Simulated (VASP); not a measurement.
# Mn (Fm-3m) in VASP: a series of runs

The runs below take Mn through single point, with PBE, HSE06.

Program: VASP 6.6.1. These are calculated values, not measurements. Logs are shortened: lines on timing, memory, paths and dates and some standing lists are left out, and cuts for length are marked.

### Step 1. The cell of the first run

The structure is cubic, space group Fm-3m (No. 225). Conventional cell: a = 3.500 Å, b = 3.500 Å, c = 3.500 Å, α = 90.00°, β = 90.00°, γ = 90.00°. Mn (site symmetry m-3m) has 12 Mn at 2.47 Å within 3.3 Å.

### Step 2. Single point, PBE

INCAR reads:

```
ALGO     = Normal         # electronic algorithm
EDIFF    = 1E-6           # SCF threshold, eV
ENCUT    = 520            # plane-wave cutoff, eV
GGA      = PE             # functional
ISIF     = 2              # what is computed and relaxed
ISMEAR   = -1             # smearing method
LASPH    = T              # aspherical terms in the spheres
LCHARG   = T              # write CHGCAR
LELF     = T              # ELF
LREAL    = F              # projectors in reciprocal space
LVHAR    = T            
LWAVE    = F              # write WAVECAR
NBANDS   = 12             # bands
NELM     = 80             # most SCF steps
PREC     = Accurate       # precision mode
SIGMA    = 0.1            # smearing width, eV
```

KPOINTS reads:

```
k-points
0
Gamma
  12 12 12
```

POSCAR reads:

```
Mn
1.0
    0.0000000000      1.7500000000      1.7500000000
    1.7500000000      0.0000000000      1.7500000000
    1.7500000000      1.7500000000      0.0000000000
Mn
1
Direct
    0.0000000000      0.0000000000      0.0000000000
```

Potentials or basis: VASP PAW PBE potentials, release 64 (Mn_pv).

Started as:

```
> cat potpaw_PBE.64/Mn_pv/POTCAR > POTCAR
> mpirun -np 1 vasp_std > vasp.out
```

OUTCAR:

```text
EDIFF = 1E-6
   ENCUT = 520
   GGA = PE
   ISIF = 2
   ISMEAR = -1
   LASPH = T
   LREAL = F
   NELM = 80
   PREC = Accurate

 ion  position               nearest neighbor table
   1  0.000  0.000  0.000-

  LATTYP: Found a face centered cubic cell.
 ALAT       =     3.5000000000

  Lattice vectors:

 A1 = (   0.0000000000,   1.7500000000,   1.7500000000)
 A2 = (   1.7500000000,   0.0000000000,   1.7500000000)
 A3 = (   1.7500000000,   1.7500000000,   0.0000000000)

Analysis of symmetry for initial positions (statically):
=====================================================================
 Subroutine PRICEL returns:
 Original cell was already a primitive cell.

 Routine SETGRP: Setting up the symmetry group for a
 face centered cubic supercell.

 Subroutine GETGRP returns: Found 48 space group operations
 (whereof 48 operations were pure point group operations)
 out of a pool of 48 trial point group operations.

The static configuration has the point symmetry O_h .

Analysis of symmetry for dynamics (positions and initial velocities):
=====================================================================
 Subroutine PRICEL returns:
 Original cell was already a primitive cell.

 Routine SETGRP: Setting up the symmetry group for a
 face centered cubic supercell.

 Subroutine GETGRP returns: Found 48 space group operations
 (whereof 48 operations were pure point group operations)
 out of a pool of 48 trial point group operations.

The dynamic configuration has the point symmetry O_h .

 Subroutine INISYM returns: Found 48 space group operations
 (whereof 48 operations are pure point group operations),
 and found     1 'primitive' translations

----------------------------------------------------------------------------------------

                                     Primitive cell

  volume of cell :      10.7188

  direct lattice vectors                    reciprocal lattice vectors
     0.000000000  1.750000000  1.750000000    -0.285714286  0.285714286  0.285714286
     1.750000000  0.000000000  1.750000000     0.285714286 -0.285714286  0.285714286
     1.750000000  1.750000000  0.000000000     0.285714286  0.285714286 -0.285714286

  length of vectors
     2.474873734  2.474873734  2.474873734     0.494871659  0.494871659  0.494871659

  position of ions in fractional coordinates (direct lattice)
     0.000000000  0.000000000  0.000000000

  ion indices of the primitive-cell ions
   primitive index   ion index
                 1           1

----------------------------------------------------------------------------------------

 KPOINTS: k-points

Automatic generation of k-mesh.
 Grid dimensions read from file:
 generate k-points for:   12   12   12

 Generating k-lattice:

  Cartesian coordinates                     Fractional coordinates (reciprocal lattice)
    -0.023809524  0.023809524  0.023809524     0.083333333  0.000000000  0.000000000
     0.023809524 -0.023809524  0.023809524     0.000000000  0.083333333  0.000000000
     0.023809524  0.023809524 -0.023809524     0.000000000  0.000000000  0.083333333

  Length of vectors
     0.041239305  0.041239305  0.041239305

  Shift w.r.t. Gamma in fractional coordinates (k-lattice)
     0.000000000  0.000000000  0.000000000

 Subroutine IBZKPT returns following result:
 ===========================================

 Found     72 irreducible k-points:

 Following reciprocal coordinates:
            Coordinates               Weight
  0.000000  0.000000  0.000000      1.000000
  0.083333  0.000000  0.000000      8.000000
  0.166667  0.000000  0.000000      8.000000
  0.250000  0.000000  0.000000      8.000000
  0.333333  0.000000  0.000000      8.000000
  0.416667  0.000000  0.000000      8.000000
[... 16 lines left out ...]
  0.500000  0.166667  0.000000     24.000000
 -0.416667  0.166667  0.000000     24.000000
 [... further k-points ...]
   k-points           NKPTS =     72   k-points in BZ     NKDIM =     72   number of bands    NBANDS=     12
   number of dos      NEDOS =    301   number of ions     NIONS =      1
   total plane-waves  NPLWV =   5832
   dimension x,y,z NGX =    18 NGY =   18 NGZ =   18
   dimension x,y,z NGXF=    36 NGYF=   36 NGZF=   36
   ions per type =               1
   NGX,Y,Z   is equivalent  to a cutoff of  12.09, 12.09, 12.09 a.u.
   NGXF,Y,Z  is equivalent  to a cutoff of  24.18, 24.18, 24.18 a.u.
 SYSTEM =  unknown system
   PREC   = accura    normal or accurate (medium, high low for compatibility)
   ISTART =      0    job   : 0-new  1-cont  2-samecut
   ICHARG =      2    charge: 1-file 2-atom 10-const
   ISPIN  =      1    spin polarized calculation?
   LNONCOLLINEAR =      F non collinear calculations
   LSORBIT =      F    spin-orbit coupling
   LASPH  =      T    aspherical Exc in radial PAW
   ENCUT  =  520.0 eV  38.22 Ry    6.18 a.u.   4.60  4.60  4.60*2*pi/ulx,y,z
   NELM   =     80;   NELMIN=  2; NELMDL= -5     # of ELM steps
   EDIFF  = 0.1E-05   stopping-criterion for ELM
   LREAL  =      F    real-space projection
   EDIFFG = 0.1E-04   stopping-criterion for IOM
   NSW    =      0    number of steps for IOM
   IBRION =     -1    ionic relax: 0-MD 1-quasi-New 2-CG
   NFREE  =      0    steps in history (QN), initial steepest desc. (CG)
   ISIF   =      2    stress and relaxation
   ISYM   =      2    0-nonsym 1-usesym 2-fastsym
   POTIM  = 0.5000    time-step for ionic-motion
   TEBEG  =    0.0;   TEEND  =   0.0 temperature during run
   PSTRESS=    0.0 pullay stress
   NELECT =      13.0000    total number of electrons
   NUPDOWN=      -1.0000    fix difference up-down
   EMIN   =  10.00;   EMAX   =-10.00  energy-range for DOS
   EFERMI =   0.00;   METHOD = LEGACY
   ISMEAR =    -1;   SIGMA  =   0.10  broadening in eV -4-tet -1-fermi 0-gaus
   EFERMI_NEDOS =   21; number of points for ismear=-14 and -15
   IALGO  =     38    algorithm
   IMIX   =      4    mixing-type and parameters
     AMIX     =   0.40;   BMIX     =  1.00
     AMIX_MAG =   1.60;   BMIX_MAG =  1.00
  volume/ion in A,a.u.               =      10.72        72.33
  Fermi-wavevector in a.u.,A,eV,Ry     =   1.745854  3.299186 41.470638  3.048006
  Thomas-Fermi vector in A             =   2.817461
   LORBIT       =      0    0 simple, 1 ext, 2 COOP (PROOUT), +10 PAW based schemes
   GGA     = PE    functional components
   LHFCALC =     F    Hartree Fock is set to
   AEXX    =    0.0000 exact exchange contribution
   IVDW    =     0    specifies the selected vdW correction
   LEPSILON=     F    determine dielectric tensor
   LRPA    =     F    only Hartree local field effects (RPA)
 non-spin polarized calculation
  energy-cutoff  :      520.00
  volume of cell :       10.72
 maximum number of plane-waves:       303
   NGX =  9   NGY =  9   NGZ =  9

 number of electron      13.0000000 magnetization

 Free energy of the ion-electron system (eV)
  ---------------------------------------------------
  ext. energy  EPLUGINS =         0.00000000
  ---------------------------------------------------
  free energy    TOTEN  =        -8.93942259 eV

  energy without entropy =       -8.89109551  energy(sigma->0) =       -8.91525905

 E-fermi :  10.5389     XC(G=0): -14.0373

 val. band max:       10.5307215247   @ k =  -0.1667   0.2500   0.0833
 cond. band min:      10.5507694815   @ k =   0.2500   0.1667   0.0833
 fundamental gap:      0.0200479568
 Fermi energy:        10.5389196462

 k-point     1 :       0.0000    0.0000    0.0000
  band No.  band energies     occupation
      1     -37.1152      2.00000
      2     -37.1152      2.00000
      3     -37.1152      2.00000
      4       2.2165      2.00000
      5       9.3860      1.99998
      6       9.3860      1.99998
      7       9.3860      1.99998
      8      11.0801      0.00889
      9      11.0801      0.00889
     10      31.9460      0.00000
     11      37.7799      0.00000
     12      37.7799      0.00000

 k-point     2 :       0.0833    0.0000    0.0000
  band No.  band energies     occupation
      1     -37.1680      2.00000
      2     -37.1220      2.00000
      3     -37.1220      2.00000
      4       2.5098      2.00000
      5       9.2632      1.99999
      6       9.4754      1.99995
      7       9.4754      1.99995
      8      11.0348      0.01394
      9      11.0348      0.01394
     10      31.9040      0.00000
     11      35.4697      0.00000
     12      37.8039      0.00000

 k-point     3 :       0.1667    0.0000    0.0000
  band No.  band energies     occupation
      1     -37.3111      2.00000
      2     -37.1404      2.00000
      3     -37.1404      2.00000
      4       3.3379      2.00000
      5       8.9804      2.00000
      6       9.6522      1.99972
      7       9.6522      1.99972
      8      10.9962      0.02044
      9      10.9962      0.02044
     10      30.3763      0.00000
     11      33.3655      0.00000
     12      37.8375      0.00000

 k-point     4 :       0.2500    0.0000    0.0000
  band No.  band energies     occupation
      1     -37.5037      2.00000
      2     -37.1655      2.00000
      3     -37.1655      2.00000
      4       4.5017      2.00000
      5       8.7934      2.00000
      6       9.6733      1.99965
      7       9.6733      1.99965
      8      11.2083      0.00248
      9      11.2083      0.00248
     10      27.0042      0.00000
     11      32.6317      0.00000
     12      37.7833      0.00000

 k-point     5 :       0.3333    0.0000    0.0000
  band No.  band energies     occupation
      1     -37.6932      2.00000
      2     -37.1904      2.00000
      3     -37.1904      2.00000
      4       5.5141      2.00000
      5       9.1684      2.00000
      6       9.5070      1.99993
      7       9.5070      1.99993
      8      11.6635      0.00003
      9      11.6636      0.00003
     10      23.6216      0.00000
     11      31.7558      0.00000
     12      37.5080      0.00000
[... 228 lines left out ...]
      1     -37.5838      2.00000
      2     -37.2453      2.00000
      3     -37.2425      2.00000
      4       5.6041      2.00000
      5       8.0852      2.00000
      6       9.4047      1.99998
      7      10.2330      1.91032
      8      11.5724      0.00006
      9      11.8735      0.00000
     10      26.3803      0.00000
     11      31.2514      0.00000
     12      32.4719      0.00000

 k-point    22 :       0.4167    0.1667    0.0000
  band No.  band energies     occupation
      1     -37.7198      2.00000
      2     -37.2882      2.00000
      3     -37.2583      2.00000
      4       6.3659      2.00000
      5       8.2364      2.00000
      6       9.1713      2.00000
      7      10.0746      1.98093
      8      12.2102      0.00000
      9      12.8546      0.00000
     10      22.9916      0.00000
     11      30.1764      0.00000
     12      32.2760      0.00000

 k-point    23 :       0.5000    0.1667    0.0000
  band No.  band energies     occupation
      1     -37.8006      2.00000
      2     -37.3284      2.00000
      3     -37.2585      2.00000
      4       6.6335      2.00000
      5       8.3795      2.00000
      6       9.4070      1.99998
      7       9.9107      1.99627
      8      12.2954      0.00000
      9      14.3478      0.00000
     10      20.3064      0.00000
     11      29.2347      0.00000
     12      32.7377      0.00000

 k-point    24 :      -0.4167    0.1667    0.0000
  band No.  band energies     occupation
      1     -37.8072      2.00000
      2     -37.3534      2.00000
      3     -37.2429      2.00000
      4       6.7096      2.00000
      5       8.4743      2.00000
      6       9.4903      1.99994
      7       9.8341      1.99826
      8      12.0343      0.00000
      9      14.8386      0.00000
     10      19.8225      0.00000
     11      28.5767      0.00000
     12      33.6411      0.00000

 [... further k-points ...]

------------------------ aborting loop because EDIFF is reached ----------------------------------------

  FORCE on cell =-STRESS in cart. coord.  units (eV):
  Direction    XX          YY          ZZ          XY          YZ          ZX
  --------------------------------------------------------------------------------------
  -------------------------------------------------------------------------------------
  Total        0.0549503      0.0549503      0.0549503     -0.0000000      0.0000000      0.0000000
  in kB        8.2136558      8.2136558      8.2136558     -0.0000000      0.0000000      0.0000000
  external PRESSURE =       8.2136558 kB  Pullay stress =       0.0000000 kB

 VOLUME and BASIS-vectors are now :
 -----------------------------------------------------------------------------
  energy-cutoff  :      520.00
  volume of cell :       10.72
      direct lattice vectors                 reciprocal lattice vectors
     0.000000000  1.750000000  1.750000000    -0.285714286  0.285714286  0.285714286
     1.750000000  0.000000000  1.750000000     0.285714286 -0.285714286  0.285714286
     1.750000000  1.750000000  0.000000000     0.285714286  0.285714286 -0.285714286

 POSITION                                       TOTAL-FORCE (eV/Angst)
 -----------------------------------------------------------------------------------
      0.00000      0.00000      0.00000        -0.000000     -0.000000     -0.000000
 -----------------------------------------------------------------------------------
    total drift:                                0.000000     -0.000000      0.000000

  FREE ENERGIE OF THE ION-ELECTRON SYSTEM (eV)
  ---------------------------------------------------
  free  energy   TOTEN  =        -8.9394225939 eV

  energy  without entropy=       -8.8910955078  energy(sigma->0) =       -8.91525905
```

Wall time 9.7 s (1 thread of AMD EPYC 7R43 (Zen 3), shared host); peak memory 0.09 GiB.

What came out:

```
Free energy : -8.9394 eV
Pressure    : 0.8 GPa
```

Levels at points of the mesh, in eV from the Fermi level:
```
           k point  band 3  band 4  band 5  band 6  band 7  band 8  band 9  band 10  band 11  band 12
(0.00, 0.00, 0.00)  -47.65   -8.32   -1.15   -1.15   -1.15    0.54    0.54    21.41    27.24    27.24
(0.50, 0.00, 0.00)  -47.75   -4.55   -1.27   -1.27    0.49    1.71    1.71     9.07    20.23    26.24
(0.50, 0.50, 0.00)  -47.93   -4.74   -3.93    1.68    2.02    2.02    3.54    12.30    15.93    15.93
```

Caveat: the run has no spin polarisation, though such a crystal can be magnetic. Spin polarisation is off, so any magnetic state and its effect on volume and gap are missing.

[end of part 1 of 2]
